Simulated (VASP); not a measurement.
# SiW12 in VASP: single point with PBE

Aim: the single point of SiW12 with PBE.

Program: VASP 6.6.1. These are calculated values, not measurements. Logs are shortened: lines on timing, memory, paths and dates and some standing lists are left out, and cuts for length are marked.

## 1. The cell of the first run

The cell holds a slab with vacuum, 13 atoms: a = 5.709 Å, b = 5.709 Å, c = 19.445 Å, α = 90.00°, β = 90.00°, γ = 90.00°.

## 2. Single point, PBE

File INCAR:

```
PREC     = Accurate       # precision mode
ENCUT    = 520            # plane-wave cutoff, eV
EDIFF    = 1E-6           # SCF threshold, eV
ISMEAR   = 0              # smearing method
SIGMA    = 0.1            # smearing width, eV
LREAL    = False          # projectors in reciprocal space
LASPH    = True           # aspherical terms in the spheres
NELM     = 80             # most SCF steps
ALGO     = Normal         # electronic algorithm
ISIF     = 2              # what is computed and relaxed
LWAVE    = False          # write WAVECAR
LCHARG   = False          # write CHGCAR
LDIPOL   = True         
IDIPOL   = 3            
DIPOL    = 0.5 0.5 0.323
GGA      = PE             # functional
NBANDS   = 98             # bands
```

File KPOINTS:

```
Automatic mesh
0
Gamma
  5 5 1
```

File POSCAR:

```
SiW12
1.0
    5.7094426449      0.0000000000      0.0000000000
    0.0000000000      5.7094426449      0.0000000000
    0.0000000000      0.0000000000     19.4446428585
W Si
12 1
Direct
    0.2500000000      0.2500000000      0.2057121866
    0.2500000000      0.7500000000      0.2057121866
    0.7500000000      0.2500000000      0.2057121866
    0.7500000000      0.7500000000      0.2057121866
    0.0000000000      0.0000000000      0.3071173000
    0.0000000000      0.5000000000      0.3071173000
    0.5000000000      0.0000000000      0.3071173000
    0.5000000000      0.5000000000      0.3071173000
    0.2500000000      0.2500000000      0.4085774635
    0.2500000000      0.7500000000      0.4085774635
    0.7500000000      0.2500000000      0.4085774635
    0.7500000000      0.7500000000      0.4085774635
    0.2500000000      0.4166666667      0.5184038248
```

Potentials or basis: VASP PAW PBE potentials, release 64 (W_sv, Si).

Launch:

```sh
$ cat potpaw_PBE.64/W_sv/POTCAR potpaw_PBE.64/Si/POTCAR > POTCAR
$ mpirun -np 1 vasp_std > vasp.out
```

OUTCAR:

```text
PREC = Accurate
   ENCUT = 520
   EDIFF = 1E-6
   ISMEAR = 0
   LREAL = False
   LASPH = True
   NELM = 80
   ISIF = 2
   GGA = PE

 ion  position               nearest neighbor table
   1  0.250  0.250  0.206-   5 2.82   6 2.82   7 2.82   8 2.82   2 2.85   3 2.85   2 2.85   3 2.85

   2  0.250  0.750  0.206-   5 2.82   6 2.82   7 2.82   8 2.82   1 2.85   4 2.85   1 2.85   4 2.85

   3  0.750  0.250  0.206-   5 2.82   6 2.82   7 2.82   8 2.82   1 2.85   4 2.85   4 2.85   1 2.85
[... 4 lines left out ...]
                             6 2.85   7 2.85   6 2.85   7 2.85
   6  0.000  0.500  0.307-   1 2.82   2 2.82   3 2.82   4 2.82   9 2.82  10 2.82  11 2.82  12 2.82
                             5 2.85   8 2.85   5 2.85   8 2.85
   7  0.500  0.000  0.307-   1 2.82   2 2.82   3 2.82   4 2.82   9 2.82  10 2.82  11 2.82  12 2.82
                             5 2.85   8 2.85   8 2.85   5 2.85
   8  0.500  0.500  0.307-   1 2.82   2 2.82   3 2.82   4 2.82   9 2.82  10 2.82  11 2.82  12 2.82
                             6 2.85   7 2.85   7 2.85   6 2.85
   9  0.250  0.250  0.409-  13 2.34   6 2.82   7 2.82   8 2.82   5 2.82  11 2.85  10 2.85  10 2.85
                            11 2.85
  10  0.250  0.750  0.409-   5 2.82   6 2.82   7 2.82   8 2.82   9 2.85  12 2.85   9 2.85  12 2.85
                            13 2.86
  11  0.750  0.250  0.409-   5 2.82   6 2.82   7 2.82   8 2.82   9 2.85  12 2.85  12 2.85   9 2.85

  12  0.750  0.750  0.409-   5 2.82   6 2.82   7 2.82   8 2.82  10 2.85  11 2.85  11 2.85  10 2.85

  13  0.250  0.417  0.518-   9 2.34  10 2.86

  LATTYP: Found a simple tetragonal cell.
 ALAT       =     5.7094426449
 C/A-ratio  =     3.4056989566

  Lattice vectors:

 A1 = (   5.7094426449,   0.0000000000,   0.0000000000)
 A2 = (   0.0000000000,   5.7094426449,   0.0000000000)
 A3 = (   0.0000000000,   0.0000000000,  19.4446428585)

Analysis of symmetry for initial positions (statically):
=====================================================================
 Subroutine PRICEL returns:
 Original cell was already a primitive cell.

 Routine SETGRP: Setting up the symmetry group for a
 simple tetragonal supercell.

 Subroutine GETGRP returns: Found  2 space group operations
 (whereof  1 operations were pure point group operations)
 out of a pool of 16 trial point group operations.

The static configuration has the point symmetry C_1 .
 The point group associated with its full space group is C_1h.

Analysis of symmetry for dynamics (positions and initial velocities):
=====================================================================
 Subroutine PRICEL returns:
 Original cell was already a primitive cell.

 Routine SETGRP: Setting up the symmetry group for a
 simple tetragonal supercell.

 Subroutine GETGRP returns: Found  2 space group operations
 (whereof  1 operations were pure point group operations)
 out of a pool of 16 trial point group operations.

The dynamic configuration has the point symmetry C_1 .
 The point group associated with its full space group is C_1h.

 Subroutine INISYM returns: Found  2 space group operations
 (whereof  1 operations are pure point group operations),
 and found     1 'primitive' translations

----------------------------------------------------------------------------------------

                                     Primitive cell

  volume of cell :     633.8513

  direct lattice vectors                    reciprocal lattice vectors
     5.709442645  0.000000000  0.000000000     0.175148445  0.000000000  0.000000000
     0.000000000  5.709442645  0.000000000     0.000000000  0.175148445  0.000000000
     0.000000000  0.000000000 19.444642858     0.000000000  0.000000000  0.051428047

  length of vectors
     5.709442645  5.709442645 19.444642858     0.175148445  0.175148445  0.051428047

  position of ions in fractional coordinates (direct lattice)
     0.250000000  0.250000000  0.205712187
     0.250000000  0.750000000  0.205712187
     0.750000000  0.250000000  0.205712187
     0.750000000  0.750000000  0.205712187
     0.000000000  0.000000000  0.307117300
     0.000000000  0.500000000  0.307117300
     0.500000000  0.000000000  0.307117300
     0.500000000  0.500000000  0.307117300
     0.250000000  0.250000000  0.408577464
     0.250000000  0.750000000  0.408577464
     0.750000000  0.250000000  0.408577464
     0.750000000  0.750000000  0.408577464
     0.250000000  0.416666667  0.518403825

[... 38 lines left out ...]
 ===========================================

 Found      9 irreducible k-points:

 Following reciprocal coordinates:
            Coordinates               Weight
  0.000000  0.000000  0.000000      1.000000
  0.200000  0.000000  0.000000      2.000000
  0.000000  0.200000  0.000000      2.000000
  0.400000  0.000000  0.000000      2.000000
  0.000000  0.400000  0.000000      2.000000
  0.200000  0.200000  0.000000      4.000000
  0.400000  0.200000  0.000000      4.000000
 -0.200000  0.400000  0.000000      4.000000
  0.400000  0.400000  0.000000      4.000000
   k-points           NKPTS =      9   k-points in BZ     NKDIM =      9   number of bands    NBANDS=     98
   number of dos      NEDOS =    301   number of ions     NIONS =     13
   total plane-waves  NPLWV = 264600
   dimension x,y,z NGX =    42 NGY =   42 NGZ =  150
   dimension x,y,z NGXF=    84 NGYF=   84 NGZF=  300
   ions per type =              12   1
   NGX,Y,Z   is equivalent  to a cutoff of  12.23, 12.23, 12.82 a.u.
   NGXF,Y,Z  is equivalent  to a cutoff of  24.46, 24.46, 25.65 a.u.
 SYSTEM =  unknown system
   PREC   = accura    normal or accurate (medium, high low for compatibility)
   ISTART =      0    job   : 0-new  1-cont  2-samecut
   ICHARG =      2    charge: 1-file 2-atom 10-const
   ISPIN  =      1    spin polarized calculation?
   LNONCOLLINEAR =      F non collinear calculations
   LSORBIT =      F    spin-orbit coupling
   LASPH  =      T    aspherical Exc in radial PAW
   ENCUT  =  520.0 eV  38.22 Ry    6.18 a.u.  10.62 10.62 36.15*2*pi/ulx,y,z
   NELM   =     80;   NELMIN=  2; NELMDL= -5     # of ELM steps
   EDIFF  = 0.1E-05   stopping-criterion for ELM
   LREAL  =      F    real-space projection
   EDIFFG = 0.1E-04   stopping-criterion for IOM
   NSW    =      0    number of steps for IOM
   IBRION =     -1    ionic relax: 0-MD 1-quasi-New 2-CG
   NFREE  =      0    steps in history (QN), initial steepest desc. (CG)
   ISIF   =      2    stress and relaxation
   ISYM   =      2    0-nonsym 1-usesym 2-fastsym
   POTIM  = 0.5000    time-step for ionic-motion
   TEBEG  =    0.0;   TEEND  =   0.0 temperature during run
   PSTRESS=    0.0 pullay stress
   NELECT =     172.0000    total number of electrons
   NUPDOWN=      -1.0000    fix difference up-down
   EMIN   =  10.00;   EMAX   =-10.00  energy-range for DOS
   EFERMI =   0.00;   METHOD = LEGACY
   ISMEAR =     0;   SIGMA  =   0.10  broadening in eV -4-tet -1-fermi 0-gaus
   EFERMI_NEDOS =   21; number of points for ismear=-14 and -15
   IALGO  =     38    algorithm
   IMIX   =      4    mixing-type and parameters
     AMIX     =   0.40;   BMIX     =  1.00
     AMIX_MAG =   1.60;   BMIX_MAG =  1.00
  volume/ion in A,a.u.               =      48.76       329.03
  Fermi-wavevector in a.u.,A,eV,Ry     =   1.059876  2.002876 15.283938  1.123338
  Thomas-Fermi vector in A             =   2.195237
   LORBIT       =      0    0 simple, 1 ext, 2 COOP (PROOUT), +10 PAW based schemes
   GGA     = PE    functional components
   LHFCALC =     F    Hartree Fock is set to
   AEXX    =    0.0000 exact exchange contribution
   IVDW    =     0    specifies the selected vdW correction
   LEPSILON=     F    determine dielectric tensor
   LRPA    =     F    only Hartree local field effects (RPA)
 non-spin polarized calculation
 Gauss-broadening in eV      SIGMA  =   0.10
  energy-cutoff  :      520.00
  volume of cell :      633.85
 maximum number of plane-waves:     17090
   NGX = 21   NGY = 21   NGZ = 73

 dipolmoment           0.000000      0.000000     -0.027887 electrons x Angstroem

 number of electron     172.0000024 magnetization

 dipolmoment           0.000000      0.000000      0.067780 electrons x Angstroem

 Free energy of the ion-electron system (eV)
  ---------------------------------------------------
  ext. energy  EPLUGINS =         0.00000000
  ---------------------------------------------------
  free energy    TOTEN  =      -141.38020537 eV

  energy without entropy =     -141.26536842  energy(sigma->0) =     -141.32278690

 E-fermi :   0.4441     XC(G=0):  -5.6685

 val. band max:        0.4267401507   @ k =   0.0000   0.0000   0.0000
 cond. band min:       0.4524673539   @ k =   0.4000   0.2000   0.0000
 fundamental gap:      0.0257272032
 Fermi energy:         0.4441397039

 k-point     1 :       0.0000    0.0000    0.0000
  band No.  band energies     occupation
      1     -73.4258      2.00000
      2     -73.3820      2.00000
      3     -73.3720      2.00000
      4     -73.3344      2.00000
      5     -73.3316      2.00000
      6     -73.3248      2.00000
[... 898 lines left out ...]
     97       1.4055      0.00000
     98       1.6814      0.00000

------------------------ aborting loop because EDIFF is reached ----------------------------------------

 vacuum level on the upper side and lower side of the slab       (xc-potential included)        -0.011        -0.337

  FORCE on cell =-STRESS in cart. coord.  units (eV):
  Direction    XX          YY          ZZ          XY          YZ          ZX
  --------------------------------------------------------------------------------------
  -------------------------------------------------------------------------------------
  Total      -26.9188580    -24.7130951      2.6426983      0.0000000      1.7749194      0.0000000
  in kB      -68.0424297    -62.4669530      6.6799125      0.0000000      4.4864396      0.0000000
  external PRESSURE =     -41.2764901 kB  Pullay stress =       0.0000000 kB

 VOLUME and BASIS-vectors are now :
 -----------------------------------------------------------------------------
  energy-cutoff  :      520.00
  volume of cell :      633.85
      direct lattice vectors                 reciprocal lattice vectors
     5.709442645  0.000000000  0.000000000     0.175148445  0.000000000  0.000000000
     0.000000000  5.709442645  0.000000000     0.000000000  0.175148445  0.000000000
     0.000000000  0.000000000 19.444642858     0.000000000  0.000000000  0.051428047

 POSITION                                       TOTAL-FORCE (eV/Angst)
 -----------------------------------------------------------------------------------
      1.42736      1.42736      4.00000         0.000000     -0.100804      0.137071
      1.42736      4.28208      4.00000         0.000000      0.108714     -0.031272
      4.28208      1.42736      4.00000         0.000000      0.063058     -0.112690
      4.28208      4.28208      4.00000         0.000000     -0.049391     -0.173330
      0.00000      0.00000      5.97179        -0.110988     -0.116078     -0.241015
      0.00000      2.85472      5.97179        -0.293437      0.193216     -0.277679
      2.85472      0.00000      5.97179         0.110988     -0.116078     -0.241015
      2.85472      2.85472      5.97179         0.293437      0.193216     -0.277679
      1.42736      1.42736      7.94464         0.000000     -0.647161     -0.310829
      1.42736      4.28208      7.94464         0.000000     -0.451816      0.868307
      4.28208      1.42736      7.94464         0.000000      0.213545      0.353268
      4.28208      4.28208      7.94464         0.000000     -0.304013      0.292443
      1.42736      2.37893     10.08018         0.000000      1.013591      0.014419
 -----------------------------------------------------------------------------------
    total drift:                               -0.000000      0.000113      0.000547

  FREE ENERGIE OF THE ION-ELECTRON SYSTEM (eV)
  ---------------------------------------------------
  free  energy   TOTEN  =      -141.3802053738 eV

  energy  without entropy=     -141.2653684199  energy(sigma->0) =     -141.32278690

 vacuum level on the upper side and lower side of the slab         5.276         4.944
```

Wall time 22 min (1 thread of Intel Xeon 6975P-C (Granite Rapids), shared host); peak memory 0.76 GiB.

What came out:

```yaml
Free_energy: -141.3802 eV
Largest_force: 1.014 eV/Å
Band_gap_on_the_k_mesh: zero (bands 86 and 87 overlap by 0.18 eV)
```

Forces in eV/Å, atoms in the order of the input:
```
W    0.000 -0.101  0.137
W    0.000  0.109 -0.031
W    0.000  0.063 -0.113
W    0.000 -0.049 -0.173
W   -0.111 -0.116 -0.241
W   -0.293  0.193 -0.278
W    0.111 -0.116 -0.241
W    0.293  0.193 -0.278
W    0.000 -0.647 -0.311
W    0.000 -0.452  0.868
W    0.000  0.214  0.353
W    0.000 -0.304  0.292
Si   0.000  1.014  0.014
```

Caveat: spin-orbit coupling is left out, which moves the levels of the heavy elements.

The gap in the log of VASP goes by the Fermi energy; the results here count the filled bands.